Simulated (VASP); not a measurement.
# MgS (F-43m) in VASP: further runs

The runs below take MgS through single point, with HSE06.

Program: VASP 6.6.1. These are calculated values, not measurements. Logs are shortened: lines on timing, memory, paths and dates and some standing lists are left out, and cuts for length are marked.

**1. The cell of the first run**

It takes space group F-43m (No. 216, cubic). The conventional cell has a = 5.662 Å, b = 5.662 Å, c = 5.662 Å, α = 90.00°, β = 90.00°, γ = 90.00°. Mg (site symmetry -43m) has 4 S at 2.45 Å within 3.2 Å. Within 3.2 Å of S (site symmetry -43m) lie 4 Mg at 2.45 Å.

**2. Single point, HSE06**

POSCAR

```
MgS
1.0
    0.0000000000      2.8308768411      2.8308768411
    2.8308768411      0.0000000000      2.8308768411
    2.8308768411      2.8308768411      0.0000000000
Mg S
1 1
Direct
    0.0000000000      0.0000000000      0.0000000000
    0.2500000000      0.2500000000      0.2500000000
```

INCAR.step1

```
PREC = Accurate
ENCUT = 520
EDIFF = 1E-5
ISMEAR = 0
SIGMA = 0.01
LREAL = False
LASPH = True
NELM = 100
ALGO = Normal
ISIF = 2
LWAVE = True
LCHARG = False
NBANDS = 11
GGA = PE
```

INCAR.step2

```
PREC = Accurate
ENCUT = 520
EDIFF = 1E-6
ISMEAR = 0
SIGMA = 0.01
LREAL = False
LASPH = True
NELM = 100
ALGO = Normal
ISIF = 2
LWAVE = False
LCHARG = False
GGA = PE
LHFCALC = True
HFSCREEN = 0.2079
PRECFOCK = Normal
NBANDS = 11
ISTART = 1
```

KPOINTS

```
Automatic mesh
0
Gamma
  6 6 6
```

Potentials or basis: VASP PAW PBE potentials, release 64 (Mg, S).

Started as:

```
> cat potpaw_PBE.64/Mg/POTCAR potpaw_PBE.64/S/POTCAR > POTCAR
> cp INCAR.step1 INCAR
> mpirun -np 1 vasp_std > vasp.out
> cp INCAR.step2 INCAR
> mpirun -np 1 vasp_std > vasp.out
```

OUTCAR:

```text
PREC = Accurate
   ENCUT = 520
   EDIFF = 1E-6
   ISMEAR = 0
   LREAL = False
   LASPH = True
   NELM = 100
   ISIF = 2
   GGA = PE
   LHFCALC = True
   HFSCREEN = 0.2079
   PRECFOCK = Normal
   ISTART = 1

 ion  position               nearest neighbor table
   1  0.000  0.000  0.000-   2 2.45   2 2.45   2 2.45   2 2.45
   2  0.250  0.250  0.250-   1 2.45   1 2.45   1 2.45   1 2.45

  LATTYP: Found a face centered cubic cell.
 ALAT       =     5.6617536822

  Lattice vectors:

 A1 = (   0.0000000000,   2.8308768411,   2.8308768411)
 A2 = (   2.8308768411,   0.0000000000,   2.8308768411)
 A3 = (   2.8308768411,   2.8308768411,   0.0000000000)

Analysis of symmetry for initial positions (statically):
=====================================================================
 Subroutine PRICEL returns:
 Original cell was already a primitive cell.

 Routine SETGRP: Setting up the symmetry group for a
 face centered cubic supercell.

 Subroutine GETGRP returns: Found 24 space group operations
 (whereof 24 operations were pure point group operations)
 out of a pool of 48 trial point group operations.

The static configuration has the point symmetry T_d .

Analysis of symmetry for dynamics (positions and initial velocities):
=====================================================================
 Subroutine PRICEL returns:
 Original cell was already a primitive cell.

 Routine SETGRP: Setting up the symmetry group for a
 face centered cubic supercell.

 Subroutine GETGRP returns: Found 24 space group operations
 (whereof 24 operations were pure point group operations)
 out of a pool of 48 trial point group operations.

The dynamic configuration has the point symmetry T_d .

 Subroutine INISYM returns: Found 24 space group operations
 (whereof 24 operations are pure point group operations),
 and found     1 'primitive' translations

----------------------------------------------------------------------------------------

                                     Primitive cell

  volume of cell :      45.3725

  direct lattice vectors                    reciprocal lattice vectors
     0.000000000  2.830876841  2.830876841    -0.176623721  0.176623721  0.176623721
     2.830876841  0.000000000  2.830876841     0.176623721 -0.176623721  0.176623721
     2.830876841  2.830876841  0.000000000     0.176623721  0.176623721 -0.176623721

  length of vectors
     4.003464422  4.003464422  4.003464422     0.305921258  0.305921258  0.305921258

  position of ions in fractional coordinates (direct lattice)
     0.000000000  0.000000000  0.000000000
     0.250000000  0.250000000  0.250000000

  ion indices of the primitive-cell ions
   primitive index   ion index
                 1           1
                 2           2

----------------------------------------------------------------------------------------

 KPOINTS: Automatic mesh

Automatic generation of k-mesh.
 Grid dimensions read from file:
 generate k-points for:    6    6    6

 Generating k-lattice:

  Cartesian coordinates                     Fractional coordinates (reciprocal lattice)
    -0.029437287  0.029437287  0.029437287     0.166666667  0.000000000  0.000000000
     0.029437287 -0.029437287  0.029437287     0.000000000  0.166666667  0.000000000
     0.029437287  0.029437287 -0.029437287     0.000000000  0.000000000  0.166666667

  Length of vectors
     0.050986876  0.050986876  0.050986876

  Shift w.r.t. Gamma in fractional coordinates (k-lattice)
     0.000000000  0.000000000  0.000000000

 Subroutine IBZKPT returns following result:
 ===========================================

 Found     16 irreducible k-points:

 Following reciprocal coordinates:
            Coordinates               Weight
  0.000000  0.000000  0.000000      1.000000
  0.166667  0.000000  0.000000      8.000000
  0.333333  0.000000  0.000000      8.000000
  0.500000  0.000000  0.000000      4.000000
  0.166667  0.166667  0.000000      6.000000
  0.333333  0.166667  0.000000     24.000000
[... 8 lines left out ...]
 -0.333333  0.333333  0.166667     24.000000
 -0.333333  0.500000  0.166667     12.000000
   k-points           NKPTS =     16   k-points in BZ     NKDIM =    216   number of bands    NBANDS=     11
   number of dos      NEDOS =    301   number of ions     NIONS =      2
   total plane-waves  NPLWV =  27000
   dimension x,y,z NGX =    30 NGY =   30 NGZ =   30
   dimension x,y,z NGXF=    60 NGYF=   60 NGZF=   60
   ions per type =               1   1
   NGX,Y,Z   is equivalent  to a cutoff of  12.46, 12.46, 12.46 a.u.
   NGXF,Y,Z  is equivalent  to a cutoff of  24.92, 24.92, 24.92 a.u.
 SYSTEM =  unknown system
   PREC   = accura    normal or accurate (medium, high low for compatibility)
   ISTART =      1    job   : 0-new  1-cont  2-samecut
   ICHARG =      0    charge: 1-file 2-atom 10-const
   ISPIN  =      1    spin polarized calculation?
   LNONCOLLINEAR =      F non collinear calculations
   LSORBIT =      F    spin-orbit coupling
   LASPH  =      T    aspherical Exc in radial PAW
   ENCUT  =  520.0 eV  38.22 Ry    6.18 a.u.   7.44  7.44  7.44*2*pi/ulx,y,z
   NELM   =    100;   NELMIN=  2; NELMDL=  0     # of ELM steps
   EDIFF  = 0.1E-05   stopping-criterion for ELM
   LREAL  =      F    real-space projection
   EDIFFG = 0.1E-04   stopping-criterion for IOM
   NSW    =      0    number of steps for IOM
   IBRION =     -1    ionic relax: 0-MD 1-quasi-New 2-CG
   NFREE  =      0    steps in history (QN), initial steepest desc. (CG)
   ISIF   =      2    stress and relaxation
   ISYM   =      3    0-nonsym 1-usesym 2-fastsym
   POTIM  = 0.5000    time-step for ionic-motion
   TEBEG  =    0.0;   TEEND  =   0.0 temperature during run
   PSTRESS=    0.0 pullay stress
   NELECT =       8.0000    total number of electrons
   NUPDOWN=      -1.0000    fix difference up-down
   EMIN   =  10.00;   EMAX   =-10.00  energy-range for DOS
   EFERMI =   0.00;   METHOD = LEGACY
   ISMEAR =     0;   SIGMA  =   0.01  broadening in eV -4-tet -1-fermi 0-gaus
   EFERMI_NEDOS =   21; number of points for ismear=-14 and -15
   IALGO  =     38    algorithm
   IMIX   =      1    mixing-type and parameters
     AMIX     =   0.40;   BMIX     =  1.00
     AMIX_MAG =   1.60;   BMIX_MAG =  1.00
  volume/ion in A,a.u.               =      22.69       153.09
  Fermi-wavevector in a.u.,A,eV,Ry     =   0.917995  1.734760 11.465842  0.842716
  Thomas-Fermi vector in A             =   2.043027
   LORBIT       =      0    0 simple, 1 ext, 2 COOP (PROOUT), +10 PAW based schemes
   GGA     = PE    functional components
   LHFCALC =     T    Hartree Fock is set to
   PRECFOCK=normal    Normal, Fast or Accurate (Low or Medium for compatibility)
   ENCUT4O =  -1.0   cutoff for four orbital integrals eV
   NKREDX  =     1    reduce k-point grid by
   NKREDY  =     1    reduce k-point grid by
   NKREDZ  =     1    reduce k-point grid by
   AEXX    =    0.2500 exact exchange contribution
   HFSCREEN=    0.2079 screening length (either q_TF or 0.3 A-1)
   HFSCREENC=   0.2079 screening length for correlation (either q_TF or 0.3 A-1)
   ENCUTFOCK=  -1.0 apply spherical cutoff to Coloumb kernel
   IVDW    =     0    specifies the selected vdW correction
   LEPSILON=     F    determine dielectric tensor
   LRPA    =     F    only Hartree local field effects (RPA)
 non-spin polarized calculation
 Gauss-broadening in eV      SIGMA  =   0.01
  energy-cutoff  :      520.00
  volume of cell :       45.37
 maximum number of plane-waves:      1243
 NGX is ok and might be reduce to    30
  NGX = 24; NGY = 24; NGZ = 24

 number of electron       8.0000001 magnetization

 Free energy of the ion-electron system (eV)
  ---------------------------------------------------
  ext. energy  EPLUGINS =         0.00000000
  ---------------------------------------------------
  free energy    TOTEN  =        -9.84573709 eV

  energy without entropy =       -9.84573709  energy(sigma->0) =       -9.84573709

 E-fermi :   0.3879     XC(G=0):  -7.0199

 val. band max:        0.3307664762   @ k =   0.0000   0.0000   0.0000
 cond. band min:       4.8418225574   @ k =   0.0000   0.0000   0.0000
 fundamental gap:      4.5110560812
 Fermi energy:         0.3878946486

 k-point     1 :       0.0000    0.0000    0.0000
  band No.  band energies     occupation
      1     -12.0926      2.00000
      2       0.3308      2.00000
      3       0.3308      2.00000
      4       0.3308      2.00000
      5       4.8418      0.00000
      6       9.5147      0.00000
      7       9.5147      0.00000
      8       9.5147      0.00000
      9      12.5286      0.00000
     10      12.5286      0.00000
     11      15.3764      0.00000

 k-point     2 :       0.1667    0.0000    0.0000
  band No.  band energies     occupation
      1     -11.9261      2.00000
      2      -0.7870      2.00000
      3       0.2331      2.00000
      4       0.2331      2.00000
      5       5.8672      0.00000
      6       9.2501      0.00000
      7       9.7819      0.00000
      8       9.7819      0.00000
      9      11.8861      0.00000
     10      11.8861      0.00000
     11      14.3710      0.00000

 k-point     3 :       0.3333    0.0000    0.0000
  band No.  band energies     occupation
      1     -11.5536      2.00000
      2      -2.3840      2.00000
      3       0.0540      2.00000
      4       0.0540      2.00000
      5       6.5861      0.00000
      6       9.4693      0.00000
      7       9.4693      0.00000
      8       9.7500      0.00000
      9      12.9110      0.00000
     10      12.9110      0.00000
     11      13.7348      0.00000
[... 155 lines left out ...]
 k-point    15 :      -0.3333    0.3333    0.1667
  band No.  band energies     occupation
      1     -11.1556      2.00000
      2      -2.4189      2.00000
      3      -1.4640      2.00000
      4      -0.6323      2.00000
      5       7.1656      0.00000
      6       8.5627      0.00000
      7      10.0360      0.00000
      8      10.9205      0.00000
      9      12.9616      0.00000
     10      14.8403      0.00000
     11      16.1737      0.00000

 k-point    16 :      -0.3333    0.5000    0.1667
  band No.  band energies     occupation
      1     -11.0917      2.00000
      2      -2.3840      2.00000
      3      -1.3550      2.00000
      4      -1.0199      2.00000
      5       6.3311      0.00000
      6       8.3500      0.00000
      7      11.0241      0.00000
      8      11.0765      0.00000
      9      14.3508      0.00000
     10      15.6753      0.00000
     11      15.7944      0.00000

------------------------ aborting loop because EDIFF is reached ----------------------------------------

  FORCE on cell =-STRESS in cart. coord.  units (eV):
  Direction    XX          YY          ZZ          XY          YZ          ZX
  --------------------------------------------------------------------------------------
  -------------------------------------------------------------------------------------
  Total       -0.0379419     -0.0379419     -0.0379419      0.0000000      0.0000000     -0.0000000
  in kB       -1.3397900     -1.3397900     -1.3397900      0.0000000      0.0000000     -0.0000000
  external PRESSURE =      -1.3397900 kB  Pullay stress =       0.0000000 kB

 VOLUME and BASIS-vectors are now :
 -----------------------------------------------------------------------------
  energy-cutoff  :      520.00
  volume of cell :       45.37
      direct lattice vectors                 reciprocal lattice vectors
     0.000000000  2.830876841  2.830876841    -0.176623721  0.176623721  0.176623721
     2.830876841  0.000000000  2.830876841     0.176623721 -0.176623721  0.176623721
     2.830876841  2.830876841  0.000000000     0.176623721  0.176623721 -0.176623721

 POSITION                                       TOTAL-FORCE (eV/Angst)
 -----------------------------------------------------------------------------------
      0.00000      0.00000      0.00000         0.000000     -0.000000     -0.000000
      1.41544      1.41544      1.41544        -0.000000      0.000000      0.000000
 -----------------------------------------------------------------------------------
    total drift:                               -0.000000      0.000001      0.000001

  FREE ENERGIE OF THE ION-ELECTRON SYSTEM (eV)
  ---------------------------------------------------
  free  energy   TOTEN  =        -9.8457370857 eV

  energy  without entropy=       -9.8457370857  energy(sigma->0) =       -9.84573709
```

Run time: 9.3 min. Hardware: 1 thread of Intel Xeon Platinum 8259CL at 2.50GHz (Skylake/Cascade Lake), shared host; peak memory 0.29 GiB.

Results:

- Free energy: -9.8457 eV
- Pressure: -0.1 GPa
- Band gap on the k mesh: 4.51 eV

Caveat: the structure was generated, so it needn't be the stable form of MgS; the PAW data sets were made with another functional, which shifts forces and pressure a little. A k mesh can miss the band edges.

**3. Single point, HSE06 (strain +0.5%)**

POSCAR

```
MgS
1.0
    0.0000000000      2.8450312253      2.8450312253
    2.8450312253      0.0000000000      2.8450312253
    2.8450312253      2.8450312253      0.0000000000
Mg S
1 1
Direct
    0.0000000000      0.0000000000      0.0000000000
    0.2500000000      0.2500000000      0.2500000000
```

INCAR.step1

```
PREC = Accurate ; ENCUT = 520
EDIFF = 1E-5 ; ISMEAR = 0
SIGMA = 0.01 ; LREAL = F
LASPH = T ; NELM = 100
ALGO = Normal ; ISIF = 2
LWAVE = T ; LCHARG = F
NBANDS = 11 ; GGA = PE
```

INCAR.step2

```
PREC = Accurate ; ENCUT = 520
EDIFF = 1E-6 ; ISMEAR = 0
SIGMA = 0.01 ; LREAL = F
LASPH = T ; NELM = 100
ALGO = Normal ; ISIF = 2
LWAVE = F ; LCHARG = F
GGA = PE ; LHFCALC = T
HFSCREEN = 0.2079 ; PRECFOCK = Normal
NBANDS = 11 ; ISTART = 1
```

KPOINTS

```
regular mesh
0
Gamma
  6 6 6
```

Potentials or basis: VASP PAW PBE potentials, release 64 (Mg, S).

Started as:

```
> cat potpaw_PBE.64/Mg/POTCAR potpaw_PBE.64/S/POTCAR > POTCAR
> cp INCAR.step1 INCAR
> mpirun -np 1 vasp_std > vasp.out
> cp INCAR.step2 INCAR
> mpirun -np 1 vasp_std > vasp.out
```

OUTCAR:

```text
PREC = Accurate
   ENCUT = 520
   EDIFF = 1E-6
   ISMEAR = 0
   LREAL = F
   LASPH = T
   NELM = 100
   ISIF = 2
   GGA = PE
   LHFCALC = T
   HFSCREEN = 0.2079
   PRECFOCK = Normal
   ISTART = 1

 ion  position               nearest neighbor table
   1  0.000  0.000  0.000-   2 2.46   2 2.46   2 2.46   2 2.46
   2  0.250  0.250  0.250-   1 2.46   1 2.46   1 2.46   1 2.46

  LATTYP: Found a face centered cubic cell.
 ALAT       =     5.6900624506

  Lattice vectors:

 A1 = (   0.0000000000,   2.8450312253,   2.8450312253)
 A2 = (   2.8450312253,   0.0000000000,   2.8450312253)
 A3 = (   2.8450312253,   2.8450312253,   0.0000000000)

Analysis of symmetry for initial positions (statically):
=====================================================================
 Subroutine PRICEL returns:
 Original cell was already a primitive cell.

 Routine SETGRP: Setting up the symmetry group for a
 face centered cubic supercell.
[... 171 lines left out ...]
 fundamental gap:      4.4312443472
 Fermi energy:         0.2939168353

 k-point     1 :       0.0000    0.0000    0.0000
  band No.  band energies     occupation
      1     -12.1306      2.00000
      2       0.2405      2.00000
      3       0.2405      2.00000
      4       0.2405      2.00000
      5       4.6718      0.00000
      6       9.3809      0.00000
      7       9.3809      0.00000
      8       9.3809      0.00000
      9      12.4009      0.00000
     10      12.4009      0.00000
     11      15.1566      0.00000
[... 197 lines left out ...]
 k-point    16 :      -0.3333    0.5000    0.1667
  band No.  band energies     occupation
      1     -11.1617      2.00000
      2      -2.4357      2.00000
      3      -1.4142      2.00000
      4      -1.0845      2.00000
      5       6.2345      0.00000
      6       8.2135      0.00000
      7      10.8593      0.00000
      8      10.8950      0.00000
      9      14.1241      0.00000
     10      15.4745      0.00000
     11      15.6180      0.00000

------------------------ aborting loop because EDIFF is reached ----------------------------------------

  FORCE on cell =-STRESS in cart. coord.  units (eV):
  Direction    XX          YY          ZZ          XY          YZ          ZX
  --------------------------------------------------------------------------------------
  -------------------------------------------------------------------------------------
  Total       -0.2871866     -0.2871866     -0.2871866      0.0000000     -0.0000000     -0.0000000
  in kB       -9.9904189     -9.9904189     -9.9904189      0.0000000     -0.0000000     -0.0000000
  external PRESSURE =      -9.9904189 kB  Pullay stress =       0.0000000 kB

 VOLUME and BASIS-vectors are now :
 -----------------------------------------------------------------------------
  energy-cutoff  :      520.00
  volume of cell :       46.06
      direct lattice vectors                 reciprocal lattice vectors
     0.000000000  2.845031225  2.845031225    -0.175744996  0.175744996  0.175744996
     2.845031225  0.000000000  2.845031225     0.175744996 -0.175744996  0.175744996
     2.845031225  2.845031225  0.000000000     0.175744996  0.175744996 -0.175744996

 POSITION                                       TOTAL-FORCE (eV/Angst)
 -----------------------------------------------------------------------------------
      0.00000      0.00000      0.00000         0.000000      0.000000      0.000000
      1.42252      1.42252      1.42252        -0.000000     -0.000000     -0.000000
 -----------------------------------------------------------------------------------
    total drift:                                0.000001     -0.000001     -0.000000

  FREE ENERGIE OF THE ION-ELECTRON SYSTEM (eV)
  ---------------------------------------------------
  free  energy   TOTEN  =        -9.8434086708 eV

  energy  without entropy=       -9.8434086708  energy(sigma->0) =       -9.84340867
```

OUTCAR.step1:

```text
PREC = Accurate
   ENCUT = 520
   EDIFF = 1E-5
   ISMEAR = 0
   LREAL = F
   LASPH = T
[... 434 lines left out ...]
 -----------------------------------------------------------------------------------
      0.00000      0.00000      0.00000         0.000000     -0.000000      0.000000
      1.42252      1.42252      1.42252        -0.000000      0.000000     -0.000000
 -----------------------------------------------------------------------------------
    total drift:                                0.000000      0.000000      0.000000

  FREE ENERGIE OF THE ION-ELECTRON SYSTEM (eV)
  ---------------------------------------------------
  free  energy   TOTEN  =        -8.4723769570 eV

  energy  without entropy=       -8.4723769570  energy(sigma->0) =       -8.47237696
```

OSZICAR.step1:

```text
N       E                     dE             d eps       ncg     rms          rms(c)
DAV:   1     0.243449871152E+02    0.24345E+02   -0.34281E+03   352   0.563E+02
DAV:   2    -0.705005450809E+01   -0.31395E+02   -0.30332E+02   419   0.104E+02
DAV:   3    -0.897657860194E+01   -0.19265E+01   -0.19235E+01   429   0.268E+01
DAV:   4    -0.899282002914E+01   -0.16241E-01   -0.16239E-01   405   0.299E+00
DAV:   5    -0.899301807616E+01   -0.19805E-03   -0.19804E-03   438   0.322E-01    0.401E+00
DAV:   6    -0.849928581701E+01    0.49373E+00   -0.12505E+00   379   0.413E+00    0.306E+00
DAV:   7    -0.846531119417E+01    0.33975E-01   -0.26858E-01   418   0.210E+00    0.239E+00
DAV:   8    -0.847305549200E+01   -0.77443E-02   -0.23930E-02   388   0.931E-01    0.135E+00
DAV:   9    -0.847215759474E+01    0.89790E-03   -0.24172E-03   400   0.242E-01    0.449E-01
DAV:  10    -0.847237174778E+01   -0.21415E-03   -0.71200E-04   391   0.124E-01    0.913E-02
DAV:  11    -0.847237695702E+01   -0.52092E-05   -0.56058E-05   421   0.303E-02
   1 F= -.84723770E+01 E0= -.84723770E+01  d E =-.911713E-14
```

It took 8.7 min on 1 thread of Intel Xeon Platinum 8259CL at 2.50GHz (Skylake/Cascade Lake), shared host; peak memory 0.29 GiB.

What came out:

- Free energy: -9.8434 eV
- Pressure: -1.0 GPa
- Band gap on the k mesh: 4.43 eV

Caveat: the cell differs from its parent crystal (strain +0.5%); the structure was generated, so it needn't be the stable form of MgS; the PAW data sets were made with another functional, which shifts forces and pressure a little.
